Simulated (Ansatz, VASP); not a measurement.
**Two plane-wave programs on MgO**

Contents of INCAR:

```
PREC = Accurate ; ENCUT = 840
EDIFF = 1E-6 ; ISMEAR = -1
SIGMA = 0.02 ; LREAL = False
LASPH = True ; NELM = 120
ALGO = Normal ; ISIF = 2
LWAVE = False ; LCHARG = False
NBANDS = 15 ; GGA_COMPAT = False
```

The input KPOINTS:

```
regular mesh
0
Gamma
  8 8 8
```

Contents of POSCAR:

```
MgO
1.0
    0.0316275000      2.1085000000      2.1085000000
    2.1085000000      0.0316275000      2.1085000000
    2.1401275000      2.1401275000      0.0000000000
Mg O
1 1
Direct
    0.0000000000      0.0000000000      0.0000000000
    0.5000000000      0.5000000000      0.5000000000
```

Input for Ansatz:

```yaml
crystal:
  lattice:
    - [0.031627499999999996, 2.1085, 2.1085]
    - [2.1085, 0.031627499999999996, 2.1085]
    - [2.1401274999999997, 2.1401274999999997, 0.0]
  atoms:
    - { symbol: Mg, position: [0.0, 0.0, 0.0] }
    - { symbol: O, position: [0.5, 0.5, 0.5] }
basis:
  ecutwfc: 517.016338673772
kpoints:
  mp_grid:
    grid: [8, 8, 8]
hamiltonian:
  xc: lda
scf:
  occupations:
    method: fermi_dirac
    width: 0.02
output:
  stress: true
```

Alike in both runs: task single point; functional LDA; k mesh 8 × 8 × 8; occupations fermi-dirac, width 0.02 eV; no spin polarisation.

|  | VASP | Ansatz |
| --- | --- | --- |
| version | VASP 6.6.1 | Ansatz 0.2.0 |
| potentials or method | VASP PAW LDA potentials, release 64 (Mg_sv, O), cutoff 840 eV | plane waves, PAW |
| valence electrons in the cell | 16 | 16 |

|  | VASP | Ansatz | Ansatz less VASP |
| --- | --- | --- | --- |
| pressure (GPa) | -6.0 | -6.5 | -0.43 |
| traceless stress, the component that is largest in VASP (GPa) | -4.37 | -4.39 | -0.019 |

LDA's correlation is that of Perdew and Zunger in VASP and of Perdew and Wang (1992) in Ansatz.
